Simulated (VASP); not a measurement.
# HfO2 (Fm-3m) in VASP: further runs

HfO2 is run at these levels: r2SCAN, LDA; tasks: single point.

Everything below comes from runs of VASP 6.6.1. Logs are shortened: lines on timing, memory, paths and dates and some standing lists are left out, and cuts for length are marked.

### Step 1. The cell of the first run

It takes space group Fm-3m (No. 225, cubic). Conventional cell: a = 5.058 Å, b = 5.058 Å, c = 5.058 Å, α = 90.00°, β = 90.00°, γ = 90.00°. Within 2.9 Å of Hf (site symmetry m-3m) lie 8 O at 2.19 Å. O (site symmetry -43m) has 4 Hf at 2.19 Å and 6 O at 2.53 Å within 2.9 Å.

### Step 2. Single point, r2SCAN

The input, POSCAR:

```
HfO2
1.0
    0.0000000000      2.5291823181      2.5291823181
    2.5291823181      0.0000000000      2.5291823181
    2.5291823181      2.5291823181      0.0000000000
Hf O
1 2
Direct
    0.0000000000      0.0000000000      0.0000000000
    0.2500000000      0.2500000000      0.2500000000
    0.7500000000      0.7500000000      0.7500000000
```

The input, INCAR.step1:

```
PREC     = Accurate       # precision mode
ENCUT    = 660            # plane-wave cutoff, eV
ISMEAR   = 0              # smearing method
SIGMA    = 0.01           # smearing width, eV
LREAL    = False          # projectors in reciprocal space
LASPH    = True           # aspherical terms in the spheres
NELM     = 120            # most SCF steps
NBANDS   = 18             # bands
GGA      = PE             # functional
ALGO     = Normal         # electronic algorithm
EDIFF    = 1E-5           # SCF threshold, eV
LWAVE    = True           # write WAVECAR
LCHARG   = False          # write CHGCAR
GGA_COMPAT= False
```

The input, INCAR.step2:

```
PREC     = Accurate       # precision mode
ENCUT    = 660            # plane-wave cutoff, eV
EDIFF    = 1E-6           # SCF threshold, eV
ISMEAR   = 0              # smearing method
SIGMA    = 0.01           # smearing width, eV
LREAL    = False          # projectors in reciprocal space
LASPH    = True           # aspherical terms in the spheres
NELM     = 120            # most SCF steps
ALGO     = Normal         # electronic algorithm
ISIF     = 2              # what is computed and relaxed
LWAVE    = False          # write WAVECAR
LCHARG   = False          # write CHGCAR
METAGGA  = R2SCAN         # meta-GGA
LMIXTAU  = True         
NBANDS   = 18             # bands
ISTART   = 1            
GGA_COMPAT= False
```

The input, KPOINTS:

```
Automatic mesh
0
Gamma
  4 4 4
```

Potentials or basis: VASP PAW PBE potentials, release 64 (Hf_pv, O).

Run with:

```console
$ cat potpaw_PBE.64/Hf_pv/POTCAR potpaw_PBE.64/O/POTCAR > POTCAR
$ cp INCAR.step1 INCAR
$ mpirun -np 1 vasp_std > vasp.out
$ cp INCAR.step2 INCAR
$ mpirun -np 1 vasp_std > vasp.out
```

OUTCAR:

```text
PREC = Accurate
   ENCUT = 660
   EDIFF = 1E-6
   ISMEAR = 0
   LREAL = False
   LASPH = True
   NELM = 120
   ISIF = 2
   METAGGA = R2SCAN
   ISTART = 1

 ion  position               nearest neighbor table
   1  0.000  0.000  0.000-   3 2.19   3 2.19   3 2.19   2 2.19   3 2.19   2 2.19   2 2.19   2 2.19

   2  0.250  0.250  0.250-   1 2.19   1 2.19   1 2.19   1 2.19
   3  0.750  0.750  0.750-   1 2.19   1 2.19   1 2.19   1 2.19

  LATTYP: Found a face centered cubic cell.
 ALAT       =     5.0583646362

  Lattice vectors:

 A1 = (   0.0000000000,   2.5291823181,   2.5291823181)
 A2 = (   2.5291823181,   0.0000000000,   2.5291823181)
 A3 = (   2.5291823181,   2.5291823181,   0.0000000000)

Analysis of symmetry for initial positions (statically):
=====================================================================
 Subroutine PRICEL returns:
 Original cell was already a primitive cell.

 Routine SETGRP: Setting up the symmetry group for a
 face centered cubic supercell.

 Subroutine GETGRP returns: Found 48 space group operations
 (whereof 48 operations were pure point group operations)
 out of a pool of 48 trial point group operations.

The static configuration has the point symmetry O_h .

Analysis of symmetry for dynamics (positions and initial velocities):
=====================================================================
 Subroutine PRICEL returns:
 Original cell was already a primitive cell.

 Routine SETGRP: Setting up the symmetry group for a
 face centered cubic supercell.

 Subroutine GETGRP returns: Found 48 space group operations
 (whereof 48 operations were pure point group operations)
 out of a pool of 48 trial point group operations.

The dynamic configuration has the point symmetry O_h .

 Subroutine INISYM returns: Found 48 space group operations
 (whereof 48 operations are pure point group operations),
 and found     1 'primitive' translations

----------------------------------------------------------------------------------------

                                     Primitive cell

  volume of cell :      32.3572

  direct lattice vectors                    reciprocal lattice vectors
     0.000000000  2.529182318  2.529182318    -0.197692352  0.197692352  0.197692352
     2.529182318  0.000000000  2.529182318     0.197692352 -0.197692352  0.197692352
     2.529182318  2.529182318  0.000000000     0.197692352  0.197692352 -0.197692352

  length of vectors
     3.576803936  3.576803936  3.576803936     0.342413197  0.342413197  0.342413197

  position of ions in fractional coordinates (direct lattice)
     0.000000000  0.000000000  0.000000000
     0.250000000  0.250000000  0.250000000
     0.750000000  0.750000000  0.750000000

  ion indices of the primitive-cell ions
   primitive index   ion index
                 1           1
                 2           2
                 3           3

----------------------------------------------------------------------------------------

 KPOINTS: Automatic mesh

Automatic generation of k-mesh.
 Grid dimensions read from file:
 generate k-points for:    4    4    4

 Generating k-lattice:

  Cartesian coordinates                     Fractional coordinates (reciprocal lattice)
    -0.049423088  0.049423088  0.049423088     0.250000000  0.000000000  0.000000000
     0.049423088 -0.049423088  0.049423088     0.000000000  0.250000000  0.000000000
     0.049423088  0.049423088 -0.049423088     0.000000000  0.000000000  0.250000000

  Length of vectors
     0.085603299  0.085603299  0.085603299

  Shift w.r.t. Gamma in fractional coordinates (k-lattice)
     0.000000000  0.000000000  0.000000000

 Subroutine IBZKPT returns following result:
 ===========================================

 Found      8 irreducible k-points:

 Following reciprocal coordinates:
            Coordinates               Weight
  0.000000  0.000000  0.000000      1.000000
  0.250000  0.000000  0.000000      8.000000
  0.500000  0.000000  0.000000      4.000000
  0.250000  0.250000  0.000000      6.000000
  0.500000  0.250000  0.000000     24.000000
 -0.250000  0.250000  0.000000     12.000000
  0.500000  0.500000  0.000000      3.000000
 -0.250000  0.500000  0.250000      6.000000
   k-points           NKPTS =      8   k-points in BZ     NKDIM =      8   number of bands    NBANDS=     18
   number of dos      NEDOS =    301   number of ions     NIONS =      3
   total plane-waves  NPLWV =  27000
   dimension x,y,z NGX =    30 NGY =   30 NGZ =   30
   dimension x,y,z NGXF=    60 NGYF=   60 NGZF=   60
   ions per type =               1   2
   NGX,Y,Z   is equivalent  to a cutoff of  13.94, 13.94, 13.94 a.u.
   NGXF,Y,Z  is equivalent  to a cutoff of  27.89, 27.89, 27.89 a.u.
 SYSTEM =  unknown system
   PREC   = accura    normal or accurate (medium, high low for compatibility)
   ISTART =      1    job   : 0-new  1-cont  2-samecut
   ICHARG =      0    charge: 1-file 2-atom 10-const
   ISPIN  =      1    spin polarized calculation?
   LNONCOLLINEAR =      F non collinear calculations
   LSORBIT =      F    spin-orbit coupling
   LASPH  =      T    aspherical Exc in radial PAW
   ENCUT  =  660.0 eV  48.51 Ry    6.96 a.u.   7.49  7.49  7.49*2*pi/ulx,y,z
   NELM   =    120;   NELMIN=  2; NELMDL=  0     # of ELM steps
   EDIFF  = 0.1E-05   stopping-criterion for ELM
   LREAL  =      F    real-space projection
   EDIFFG = 0.1E-04   stopping-criterion for IOM
   NSW    =      0    number of steps for IOM
   IBRION =     -1    ionic relax: 0-MD 1-quasi-New 2-CG
   NFREE  =      0    steps in history (QN), initial steepest desc. (CG)
   ISIF   =      2    stress and relaxation
   ISYM   =      2    0-nonsym 1-usesym 2-fastsym
   POTIM  = 0.5000    time-step for ionic-motion
   TEBEG  =    0.0;   TEEND  =   0.0 temperature during run
   PSTRESS=    0.0 pullay stress
   NELECT =      22.0000    total number of electrons
   NUPDOWN=      -1.0000    fix difference up-down
   EMIN   =  10.00;   EMAX   =-10.00  energy-range for DOS
   EFERMI =   0.00;   METHOD = LEGACY
   ISMEAR =     0;   SIGMA  =   0.01  broadening in eV -4-tet -1-fermi 0-gaus
   EFERMI_NEDOS =   21; number of points for ismear=-14 and -15
   IALGO  =     38    algorithm
   IMIX   =      4    mixing-type and parameters
     AMIX     =   0.40;   BMIX     =  1.00
     AMIX_MAG =   1.60;   BMIX_MAG =  1.00
  volume/ion in A,a.u.               =      10.79        72.79
  Fermi-wavevector in a.u.,A,eV,Ry     =   1.439546  2.720348 28.195259  2.072293
  Thomas-Fermi vector in A             =   2.558390
   LORBIT       =      0    0 simple, 1 ext, 2 COOP (PROOUT), +10 PAW based schemes
   METAGGA = R2SCAN    functional components
   LHFCALC =     F    Hartree Fock is set to
   AEXX    =    0.0000 exact exchange contribution
   IVDW    =     0    specifies the selected vdW correction
   LEPSILON=     F    determine dielectric tensor
   LRPA    =     F    only Hartree local field effects (RPA)
 non-spin polarized calculation
 Gauss-broadening in eV      SIGMA  =   0.01
  energy-cutoff  :      660.00
  volume of cell :       32.36
 maximum number of plane-waves:      1283
 NGX is ok and might be reduce to    30
   NGX = 15   NGY = 15   NGZ = 15

 number of electron      21.9999998 magnetization

 Free energy of the ion-electron system (eV)
  ---------------------------------------------------
  ext. energy  EPLUGINS =         0.00000000
  ---------------------------------------------------
  free energy    TOTEN  =       -68.55957522 eV

  energy without entropy =      -68.55957522  energy(sigma->0) =      -68.55957522

 E-fermi :   4.0417     XC(G=0): -12.6173

 val. band max:        3.9642762465   @ k =   0.5000   0.5000   0.0000
 cond. band min:       8.2832419557   @ k =   0.5000   0.5000   0.0000
 fundamental gap:      4.3189657092
 Fermi energy:         4.0416963642

 k-point     1 :       0.0000    0.0000    0.0000
  band No.  band energies     occupation
      1     -26.6567      2.00000
      2     -26.6567      2.00000
      3     -26.6567      2.00000
      4     -15.8049      2.00000
      5     -12.7704      2.00000
      6      -1.5183      2.00000
[... 10 lines left out ...]
     17      15.0536      0.00000
     18      16.6799      0.00000

 k-point     2 :       0.2500    0.0000    0.0000
  band No.  band energies     occupation
      1     -26.8939      2.00000
      2     -26.6821      2.00000
      3     -26.6821      2.00000
      4     -15.0960      2.00000
      5     -13.2819      2.00000
      6      -0.9803      2.00000
[... 10 lines left out ...]
     17      14.2813      0.00000
     18      16.6725      0.00000

 k-point     3 :       0.5000    0.0000    0.0000
  band No.  band energies     occupation
      1     -27.1131      2.00000
      2     -26.7074      2.00000
      3     -26.7074      2.00000
      4     -14.5755      2.00000
      5     -13.4629      2.00000
      6      -0.4363      2.00000
[... 10 lines left out ...]
     17      13.9869      0.00000
     18      16.6646      0.00000

 k-point     4 :       0.2500    0.2500    0.0000
  band No.  band energies     occupation
      1     -26.9140      2.00000
      2     -26.7194      2.00000
      3     -26.7194      2.00000
      4     -14.7934      2.00000
      5     -13.4842      2.00000
      6      -0.8453      2.00000
[... 10 lines left out ...]
     17      13.6707      0.00000
     18      16.6744      0.00000

 k-point     5 :       0.5000    0.2500    0.0000
  band No.  band energies     occupation
      1     -27.0519      2.00000
      2     -26.8289      2.00000
      3     -26.7446      2.00000
      4     -14.1377      2.00000
      5     -13.7332      2.00000
      6      -1.4070      2.00000
[... 10 lines left out ...]
     17      15.7841      0.00000
     18      16.6726      0.00000

 k-point     6 :      -0.2500    0.2500    0.0000
  band No.  band energies     occupation
      1     -26.9844      2.00000
      2     -26.8448      2.00000
      3     -26.7076      2.00000
      4     -14.3508      2.00000
      5     -13.6720      2.00000
      6      -1.1254      2.00000
[... 10 lines left out ...]
     17      15.5339      0.00000
     18      16.6721      0.00000

 k-point     7 :       0.5000    0.5000    0.0000
  band No.  band energies     occupation
      1     -27.1454      2.00000
      2     -26.7815      2.00000
      3     -26.7815      2.00000
      4     -14.0688      2.00000
      5     -13.6323      2.00000
      6      -2.6073      2.00000
[... 10 lines left out ...]
     17      16.6736      0.00000
     18      18.1298      0.00000

 k-point     8 :      -0.2500    0.5000    0.2500
  band No.  band energies     occupation
      1     -26.9674      2.00000
      2     -26.9674      2.00000
      3     -26.7835      2.00000
      4     -13.8444      2.00000
      5     -13.8444      2.00000
      6      -1.4212      2.00000
[... 10 lines left out ...]
     17      16.6728      0.00000
     18      17.4245      0.00000

------------------------ aborting loop because EDIFF is reached ----------------------------------------

  FORCE on cell =-STRESS in cart. coord.  units (eV):
  Direction    XX          YY          ZZ          XY          YZ          ZX
  --------------------------------------------------------------------------------------
  -------------------------------------------------------------------------------------
  Total       -0.8629889     -0.8629889     -0.8629889      0.0000000      0.0000000     -0.0000000
  in kB      -42.7312314    -42.7312314    -42.7312314      0.0000000      0.0000000     -0.0000000
  external PRESSURE =     -42.7312314 kB  Pullay stress =       0.0000000 kB

 VOLUME and BASIS-vectors are now :
 -----------------------------------------------------------------------------
  energy-cutoff  :      660.00
  volume of cell :       32.36
      direct lattice vectors                 reciprocal lattice vectors
     0.000000000  2.529182318  2.529182318    -0.197692352  0.197692352  0.197692352
     2.529182318  0.000000000  2.529182318     0.197692352 -0.197692352  0.197692352
     2.529182318  2.529182318  0.000000000     0.197692352  0.197692352 -0.197692352

 POSITION                                       TOTAL-FORCE (eV/Angst)
 -----------------------------------------------------------------------------------
      0.00000      0.00000      0.00000        -0.000000     -0.000000     -0.000000
      1.26459      1.26459      1.26459        -0.000000     -0.000000     -0.000000
      3.79377      3.79377      3.79377         0.000000      0.000000      0.000000
 -----------------------------------------------------------------------------------
    total drift:                                0.000000     -0.000000      0.000000

  FREE ENERGIE OF THE ION-ELECTRON SYSTEM (eV)
  ---------------------------------------------------
  free  energy   TOTEN  =       -68.5595752222 eV

  energy  without entropy=      -68.5595752222  energy(sigma->0) =      -68.55957522
```

Run time: 40 s. Hardware: 1 thread of Intel Xeon Platinum 8488C (Sapphire Rapids), shared host; peak memory 0.17 GiB.

What came out:

```yaml
Free_energy: -68.5596 eV
Pressure: -4.3 GPa
Band_gap_on_the_k_mesh: 4.32 eV, direct
```

Caveat: the k points lie up to 0.54 Å⁻¹ apart; the PAW data sets were made with another functional, which shifts forces and pressure a little; spin-orbit coupling is left out, which moves the levels of the heavy elements. r2SCAN opens gaps a little over a GGA but as a rule still falls short of measured ones.

### Step 3. Single point, LDA

The input, INCAR:

```
SYSTEM = HfO2
PREC     = Accurate       ! precision mode
ENCUT    = 600            ! plane-wave cutoff, eV
EDIFF    = 1E-6           ! SCF threshold, eV
ISMEAR   = 0              ! smearing method
SIGMA    = 0.01           ! smearing width, eV
LREAL    = .FALSE.        ! projectors in reciprocal space
LASPH    = .TRUE.         ! aspherical terms in the spheres
NELM     = 120            ! most SCF steps
ALGO     = Normal         ! electronic algorithm
ISIF     = 2              ! what is computed and relaxed
LWAVE    = .FALSE.        ! write WAVECAR
LCHARG   = .TRUE.         ! write CHGCAR
LELF     = .TRUE.         ! ELF
LVHAR    = .TRUE.       
NBANDS   = 18             ! bands
GGA_COMPAT= .FALSE.
```

The input, KPOINTS:

```
Automatic mesh
0
G
  6 6 6
  0 0 0
```

POSCAR is that of step 2.

Potentials or basis: VASP PAW LDA potentials, release 64 (Hf_pv, O).

Run with:

```console
$ cat potpaw_LDA.64/Hf_pv/POTCAR potpaw_LDA.64/O/POTCAR > POTCAR
$ mpirun -np 1 vasp_std > vasp.out
```

It took 13 s on 1 thread of Intel Xeon Platinum 8488C (Sapphire Rapids), shared host; peak memory 0.15 GiB.

Results (log left out):

```yaml
Free_energy: -33.0228 eV
Pressure: -12.3 GPa
Band_gap_on_the_k_mesh: 3.61 eV, direct
```

Levels at points of the mesh, in eV from the valence-band top:
```
           k point  band 9  band 10  band 11  band 12  band 13  band 14
(0.00, 0.00, 0.00)   -0.62    -0.62    -0.62     3.70     3.70     5.75
(0.50, 0.00, 0.00)   -2.77    -1.85    -1.85     4.45     4.45     7.00
(0.50, 0.50, 0.00)   -1.56    -1.56     0.00     3.61     5.36     6.66
```

Caveat: spin-orbit coupling is left out, which moves the levels of the heavy elements. A k mesh can miss the band edges.

[end of part 1 of 2]
